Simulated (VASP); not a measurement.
The system is NaI.

```
CELL_PARAMETERS angstrom
5.41644 0.00000 0.00000
-2.70822 4.69078 0.00000
0.00000 0.00000 6.46221
ATOMIC_POSITIONS crystal
Na 0.33333 0.66667 0.25000
Na 0.66667 0.33333 0.75000
I 0.66667 0.33333 0.25000
I 0.33333 0.66667 0.75000
```

Base run:

```yaml
Program: VASP 6.6.1
Functional: PBE
Potentials_or_basis: VASP PAW PBE potentials, release 64 (Na_pv, I)
Cutoff: 520 eV
k_mesh: 6 × 6 × 4
Occupations: gaussian, width 0.01 eV
Spin: no spin polarisation
```

Its results: band gap on the k mesh 3.56 eV; pressure 0.4 GPa.

Task: The run is repeated on the same cell with these changes: functional from PBE to r2SCAN. What comes out?

Result: Band gap on the k mesh 4.19 eV; pressure -0.1 GPa.

Caveats: spin-orbit coupling is left out, which moves the levels of the heavy elements; the PAW data sets were made with another functional, which shifts forces and pressure a little (at least some runs).

A k mesh can miss the band edges.
